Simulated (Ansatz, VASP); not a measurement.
## Ti2W in VASP and in Ansatz

Contents of INCAR:

```
SYSTEM = Ti2W
  ALGO = Normal
  EDIFF = 1E-7
  EDIFFG = -0.01
  ENCUT = 500
  GGA = PE
  GGA_COMPAT = .FALSE.
  IBRION = 2
  ISIF = 3
  ISMEAR = 0
  KPAR = 4
  LASPH = .TRUE.
  LCHARG = .FALSE.
  LREAL = .FALSE.
  LWAVE = .FALSE.
  NELM = 120
  NELMIN = 4
  NSW = 100
  PREC = Accurate
  SIGMA = 0.1
```

KPOINTS

```
k-points
0
G
  18 18 18
  0 0 0
```

POSCAR

```
Ti2W
1.0
    0.0000000000      2.2422069926      6.8921806382
    1.6142165576      0.0000000000      6.8921806382
    1.6142165576      2.2422069926      0.0000000000
Ti W
2 1
Direct
    0.6618443623      0.6618443623      0.3381556377
    0.3381556377      0.3381556377      0.6618443623
    0.0000000000      0.0000000000      0.0000000000
```

Input for Ansatz:

```yaml
crystal:
  lattice:
    - [0.0, 2.2422069926, 6.8921806382]
    - [1.6142165576, 0.0, 6.8921806382]
    - [1.6142165576, 2.2422069926, 0.0]
  atoms:
    - { symbol: Ti, position: [0.6618443623, 0.6618443623, 0.3381556377] }
    - { symbol: Ti, position: [0.3381556377, 0.3381556377, 0.6618443623] }
    - { symbol: W, position: [0.0, 0.0, 0.0] }
basis:
  ecutwfc: 420
kpoints:
  mp_grid: { grid: [18, 18, 18] }
hamiltonian:
  xc: pbe
scf:
  occupations: { method: gaussian, width: 0.1 }
output:
  forces: true
  stress: true
  eigenvalues: true
  write_density: true
  write_potential: true
  elf: true
  volumetric_format: npy
relax:
  adjacent_minimum: "off"
  f_tol: 0.01
  max_steps: 80
  cell: { stress_tol: 0.05 }
```

Alike in both runs: task relaxation of cell and atoms; functional PBE; k mesh 18 × 18 × 18; occupations gaussian, width 0.1 eV; no spin polarisation.

|  | VASP | Ansatz |
| --- | --- | --- |
| version | VASP 6.6.1 | Ansatz 0.2.0 |
| potentials or method | VASP PAW PBE potentials, release 64 (Ti_sv, W_sv), cutoff 500 eV | scalar-relativistic, plane waves, PAW |
| valence electrons in the cell | 38 | 38 |

|  | VASP | Ansatz | Ansatz less VASP |
| --- | --- | --- | --- |
| gap on the k mesh at the Fermi level, each at its own relaxed structure (eV) | none | none | - |
| relaxed volume (Å³/atom) | 16.65 | 16.67 | +0.019 |
| relaxed length of the cell vector where the two differ most in proportion (Å) | 2.796 | 2.799 | +0.0026 |

A gap of «none» marks a metal or a gap that the smearing closes.

Spin-orbit coupling is off throughout.
